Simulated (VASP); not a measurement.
# Si2Mo (I4/mmm) in VASP: relaxation of cell and atoms with PBE

Aim: the relaxation of cell and atoms of Si2Mo with PBE.

Everything below comes from runs of VASP 6.6.1. Logs are shortened: lines on timing, memory, paths and dates and some standing lists are left out, and cuts for length are marked.

**1. The cell of the first run**

The structure is tetragonal, space group I4/mmm (No. 139). The conventional cell has a = 3.200 Å, b = 3.200 Å, c = 7.861 Å, α = 90.00°, β = 90.00°, γ = 90.00°. Si (site symmetry 4mm) has 9 Si at 2.61 to 3.20 Å and 5 Mo at 2.62 Å within 3.4 Å. Within 3.5 Å of Mo (site symmetry 4/mmm) lie 10 Si at 2.62 Å and 4 Mo at 3.20 Å.

**2. Relaxation of cell and atoms, PBE**

Input file INCAR:

```
SYSTEM = Si2Mo
PREC = Accurate ; ENCUT = 600
EDIFF = 1E-6 ; ISMEAR = 0
SIGMA = 0.1 ; LREAL = .False.
LASPH = .True. ; NELM = 60
ALGO = Normal ; ISIF = 3
LWAVE = .False. ; LCHARG = .False.
GGA = PE ; IBRION = 2
NSW = 100 ; EDIFFG = -0.005
LUSENCCL = .False.
```

Input file KPOINTS:

```
regular mesh
0
Gamma
  18 18 18
  0 0 0
```

Input file POSCAR:

```
Si2Mo
1.0
   -1.6000000000      1.6000000000      3.9305000000
    1.6000000000     -1.6000000000      3.9305000000
    1.6000000000      1.6000000000     -3.9305000000
Si Mo
2 1
Direct
    0.3330000000      0.3330000000      0.0000000000
    0.6670000000      0.6670000000      0.0000000000
    0.0000000000      0.0000000000      0.0000000000
```

Potentials or basis: VASP PAW PBE potentials, release 64 (Si, Mo_sv).

Run with:

```sh
$ cat potpaw_PBE.64/Si/POTCAR potpaw_PBE.64/Mo_sv/POTCAR > POTCAR
$ mpirun -np 1 vasp_std > vasp.out
```

OUTCAR:

```text
SYSTEM = Si2Mo
   PREC = Accurate
   ENCUT = 600
   EDIFF = 1E-6
   ISMEAR = 0
   LREAL = .False.
   LASPH = .True.
   NELM = 60
   ISIF = 3
   GGA = PE
   IBRION = 2
   NSW = 100
   EDIFFG = -0.005

 ion  position               nearest neighbor table
   1  0.333  0.333  0.000-   2 2.61   2 2.61   2 2.61   2 2.61   3 2.62   3 2.62   3 2.62   3 2.62
                             3 2.62   2 2.63
   2  0.667  0.667  0.000-   1 2.61   1 2.61   1 2.61   1 2.61   3 2.62   3 2.62   3 2.62   3 2.62
                             3 2.62   1 2.63
   3  0.000  0.000  0.000-   2 2.62   1 2.62   2 2.62   1 2.62   2 2.62   1 2.62   1 2.62   2 2.62
                             1 2.62   2 2.62

  LATTYP: Found a body centered tetragonal cell.
 ALAT       =     3.2000000000
 C/A-ratio  =     2.4565625000

  Lattice vectors:

 A1 = (  -1.6000000000,   1.6000000000,   3.9305000000)
 A2 = (   1.6000000000,  -1.6000000000,   3.9305000000)
 A3 = (   1.6000000000,   1.6000000000,  -3.9305000000)

Analysis of symmetry for initial positions (statically):
=====================================================================
 Subroutine PRICEL returns:
 Original cell was already a primitive cell.

 Routine SETGRP: Setting up the symmetry group for a
 body centered tetragonal supercell.

 Subroutine GETGRP returns: Found 16 space group operations
 (whereof 16 operations were pure point group operations)
 out of a pool of 16 trial point group operations.

The static configuration has the point symmetry D_4h.

Analysis of symmetry for dynamics (positions and initial velocities):
=====================================================================
 Subroutine PRICEL returns:
 Original cell was already a primitive cell.

 Routine SETGRP: Setting up the symmetry group for a
 body centered tetragonal supercell.

 Subroutine GETGRP returns: Found 16 space group operations
 (whereof 16 operations were pure point group operations)
 out of a pool of 16 trial point group operations.

The dynamic configuration has the point symmetry D_4h.

 Subroutine INISYM returns: Found 16 space group operations
 (whereof 16 operations are pure point group operations),
 and found     1 'primitive' translations

----------------------------------------------------------------------------------------

                                     Primitive cell

  volume of cell :      40.2483

  direct lattice vectors                    reciprocal lattice vectors
    -1.600000000  1.600000000  3.930500000     0.000000000  0.312500000  0.127210279
     1.600000000 -1.600000000  3.930500000     0.312500000  0.000000000  0.127210279
     1.600000000  1.600000000 -3.930500000     0.312500000  0.312500000  0.000000000

  length of vectors
     4.535287229  4.535287229  4.535287229     0.337399918  0.337399918  0.441941738

  position of ions in fractional coordinates (direct lattice)
     0.333000000  0.333000000  0.000000000
     0.667000000  0.667000000  0.000000000
     0.000000000  0.000000000  0.000000000

  ion indices of the primitive-cell ions
   primitive index   ion index
                 1           1
                 2           2
                 3           3

----------------------------------------------------------------------------------------

 KPOINTS: regular mesh

Automatic generation of k-mesh.
 Grid dimensions read from file:
 generate k-points for:   18   18   18

 Generating k-lattice:

  Cartesian coordinates                     Fractional coordinates (reciprocal lattice)
     0.000000000  0.017361111  0.007067238     0.055555556  0.000000000 -0.000000000
     0.017361111  0.000000000  0.007067238     0.000000000  0.055555556 -0.000000000
     0.017361111  0.017361111  0.000000000     0.000000000  0.000000000  0.055555556

  Length of vectors
     0.018744440  0.018744440  0.024552319

  Shift w.r.t. Gamma in fractional coordinates (k-lattice)
     0.000000000  0.000000000  0.000000000

 Subroutine IBZKPT returns following result:
 ===========================================

 Found    480 irreducible k-points:

 Following reciprocal coordinates:
            Coordinates               Weight
  0.000000  0.000000  0.000000      1.000000
  0.055556  0.000000  0.000000      8.000000
  0.111111  0.000000  0.000000      8.000000
  0.166667  0.000000  0.000000      8.000000
  0.222222  0.000000  0.000000      8.000000
  0.277778  0.000000  0.000000      8.000000
[... 16 lines left out ...]
 -0.277778  0.055556  0.000000     16.000000
 -0.222222  0.055556  0.000000     16.000000
 [... further k-points ...]
   k-points           NKPTS =    480   k-points in BZ     NKDIM =    480   number of bands    NBANDS=     15
   number of dos      NEDOS =    301   number of ions     NIONS =      3
   total plane-waves  NPLWV =  46656
   dimension x,y,z NGX =    36 NGY =   36 NGZ =   36
   dimension x,y,z NGXF=    72 NGYF=   72 NGZF=   72
   ions per type =               2   1
   NGX,Y,Z   is equivalent  to a cutoff of  13.20, 13.20, 13.20 a.u.
   NGXF,Y,Z  is equivalent  to a cutoff of  26.39, 26.39, 26.39 a.u.
 SYSTEM =  Si2Mo
   PREC   = accura    normal or accurate (medium, high low for compatibility)
   ISTART =      0    job   : 0-new  1-cont  2-samecut
   ICHARG =      2    charge: 1-file 2-atom 10-const
   ISPIN  =      1    spin polarized calculation?
   LNONCOLLINEAR =      F non collinear calculations
   LSORBIT =      F    spin-orbit coupling
   LASPH  =      T    aspherical Exc in radial PAW
   ENCUT  =  600.0 eV  44.10 Ry    6.64 a.u.   9.06  9.06  9.06*2*pi/ulx,y,z
   NELM   =     60;   NELMIN=  2; NELMDL= -5     # of ELM steps
   EDIFF  = 0.1E-05   stopping-criterion for ELM
   LREAL  =      F    real-space projection
   EDIFFG = -.5E-02   stopping-criterion for IOM
   NSW    =    100    number of steps for IOM
   IBRION =      2    ionic relax: 0-MD 1-quasi-New 2-CG
   NFREE  =      1    steps in history (QN), initial steepest desc. (CG)
   ISIF   =      3    stress and relaxation
   ISYM   =      2    0-nonsym 1-usesym 2-fastsym
   POTIM  = 0.5000    time-step for ionic-motion
   TEBEG  =    0.0;   TEEND  =   0.0 temperature during run
   PSTRESS=    0.0 pullay stress
   NELECT =      22.0000    total number of electrons
   NUPDOWN=      -1.0000    fix difference up-down
   EMIN   =  10.00;   EMAX   =-10.00  energy-range for DOS
   EFERMI =   0.00;   METHOD = LEGACY
   ISMEAR =     0;   SIGMA  =   0.10  broadening in eV -4-tet -1-fermi 0-gaus
   EFERMI_NEDOS =   21; number of points for ismear=-14 and -15
   IALGO  =     38    algorithm
   IMIX   =      4    mixing-type and parameters
     AMIX     =   0.40;   BMIX     =  1.00
     AMIX_MAG =   1.60;   BMIX_MAG =  1.00
  volume/ion in A,a.u.               =      13.42        90.54
  Fermi-wavevector in a.u.,A,eV,Ry     =   1.338546  2.529484 24.377614  1.791704
  Thomas-Fermi vector in A             =   2.467007
   LORBIT       =      0    0 simple, 1 ext, 2 COOP (PROOUT), +10 PAW based schemes
   GGA     = PE    functional components
   LHFCALC =     F    Hartree Fock is set to
   AEXX    =    0.0000 exact exchange contribution
   IVDW    =     0    specifies the selected vdW correction
   LEPSILON=     F    determine dielectric tensor
   LRPA    =     F    only Hartree local field effects (RPA)
 conjugate gradient relaxation of ions
 non-spin polarized calculation
 Gauss-broadening in eV      SIGMA  =   0.10
  energy-cutoff  :      600.00
  volume of cell :       40.25
 maximum number of plane-waves:      1363
   NGX = 19   NGY = 19   NGZ = 19

--------------------------------------- Ionic step        1  -------------------------------------------

 number of electron      22.0000000 magnetization

 Free energy of the ion-electron system (eV)
  ---------------------------------------------------
  ext. energy  EPLUGINS =         0.00000000
  ---------------------------------------------------
  free energy    TOTEN  =       -23.25349774 eV

  energy without entropy =      -23.25240516  energy(sigma->0) =      -23.25295145

------------------------ aborting loop because EDIFF is reached ----------------------------------------

  FORCE on cell =-STRESS in cart. coord.  units (eV):
  Direction    XX          YY          ZZ          XY          YZ          ZX
  --------------------------------------------------------------------------------------
  -------------------------------------------------------------------------------------
  Total        0.6992519      0.6992519      0.3862990      0.0000000      0.0000000     -0.0000000
  in kB       27.8353373     27.8353373     15.3775231      0.0000000      0.0000000     -0.0000000
  external PRESSURE =      23.6827326 kB  Pullay stress =       0.0000000 kB
[... 207 lines left out ...]
  energy  without entropy=      -23.2609783116  energy(sigma->0) =      -23.26155818

--------------------------------------- Ionic step        7  -------------------------------------------

 number of electron      22.0000000 magnetization

 Free energy of the ion-electron system (eV)
  ---------------------------------------------------
  ext. energy  EPLUGINS =         0.00000000
  ---------------------------------------------------
  free energy    TOTEN  =       -23.26214276 eV

  energy without entropy =      -23.26098437  energy(sigma->0) =      -23.26156357

 E-fermi :  12.0621     XC(G=0): -12.3663

 val. band max:       12.0597763114   @ k =   0.0556   0.0556   0.0000
 cond. band min:      12.0701532856   @ k =  -0.1111  -0.1111   0.0556
 fundamental gap:      0.0103769742
 Fermi energy:        12.0621262117

 k-point     1 :       0.0000    0.0000    0.0000
  band No.  band energies     occupation
      1     -48.6732      2.00000
      2     -22.8144      2.00000
      3     -22.7480      2.00000
      4     -22.7480      2.00000
      5      -1.2536      2.00000
      6       5.7604      2.00000
      7       8.6415      2.00000
      8       9.0771      2.00000
      9       9.4803      2.00000
     10       9.4803      2.00000
     11      12.4204      0.00000
     12      15.1308      0.00000
     13      15.3099      0.00000
     14      15.5328      0.00000
     15      15.5328      0.00000
[... 397 lines left out ...]
 k-point    24 :      -0.2222    0.0556    0.0000
  band No.  band energies     occupation
      1     -48.6656      2.00000
      2     -22.8482      2.00000
      3     -22.8051      2.00000
      4     -22.7458      2.00000
      5      -0.3980      2.00000
      6       5.7880      2.00000
      7       7.0834      2.00000
      8       8.8880      2.00000
      9       9.4941      2.00000
     10      10.2669      2.00000
     11      10.7796      2.00000
     12      13.8474      0.00000
     13      14.2073      0.00000
     14      16.1127      0.00000
     15      16.3656      0.00000

 [... further k-points ...]

------------------------ aborting loop because EDIFF is reached ----------------------------------------

  FORCE on cell =-STRESS in cart. coord.  units (eV):
  Direction    XX          YY          ZZ          XY          YZ          ZX
  --------------------------------------------------------------------------------------
  -------------------------------------------------------------------------------------
  Total        0.0019201      0.0019201     -0.0009587      0.0000000      0.0000000     -0.0000000
  in kB        0.0754764      0.0754764     -0.0376866      0.0000000      0.0000000     -0.0000000
  external PRESSURE =       0.0377554 kB  Pullay stress =       0.0000000 kB
[... 18 lines left out ...]
  FREE ENERGIE OF THE ION-ELECTRON SYSTEM (eV)
  ---------------------------------------------------
  free  energy   TOTEN  =       -23.2621427634 eV

  energy  without entropy=      -23.2609843687  energy(sigma->0) =      -23.26156357

 reached required accuracy - stopping structural energy minimisation
```

It took 42 min on 1 × NVIDIA H100 80GB with 1 thread of AMD EPYC 7R13 (Zen 3), shared host; peak memory 1.5 GiB.

Results:

```yaml
Free_energy: -23.2621 eV
Relaxed_volume: 13.59 Å³/atom
Relaxed_cell: a = 4.547 Å, b = 4.547 Å, c = 4.547 Å, α = 138.56°, β = 138.56°, γ = 60.05°
Space_group_after_relaxing_to_0.1_Å: I4/mmm (No. 139)
Energy_gained_by_relaxing: 2.9 meV/atom
Ionic_steps: 7
Pressure_after_relaxing: 0.0 GPa
Band_gap_on_the_k_mesh: zero (bands 11 and 12 overlap by 0.94 eV)
```

Step by step:
```
step  energy change (eV)  largest force (eV/Å)  pressure (GPa)  volume (Å³)
   1              0.0000                0.2794            2.37        40.25
   2             -0.0017                0.0867           -3.22        41.41
   3             -0.0067                0.1735           -0.71        40.87
   4             -0.0085                0.0156            0.16        40.74
   5             -0.0086                0.0143            0.02        40.76
   6             -0.0086                0.0039            0.00        40.76
   7             -0.0086                0.0003            0.00        40.76
```

Final structure:
```cif
data_structure
_symmetry_space_group_name_H-M 'P 1'
_symmetry_Int_Tables_number 1
_cell_length_a 4.5472
_cell_length_b 4.5472
_cell_length_c 4.5472
_cell_angle_alpha 138.560
_cell_angle_beta 138.560
_cell_angle_gamma 60.046
_cell_volume 40.76
loop_
_atom_site_label
_atom_site_type_symbol
_atom_site_fract_x
_atom_site_fract_y
_atom_site_fract_z
_atom_site_occupancy
Si1 Si 0.33508 0.33508 0.00000 1
Si2 Si 0.66492 0.66492 0.00000 1
Mo1 Mo 0.00000 0.00000 0.00000 1
```

PBE usually gives volumes a little too large and moduli too small. Zero-point motion and thermal expansion aren't in these numbers.
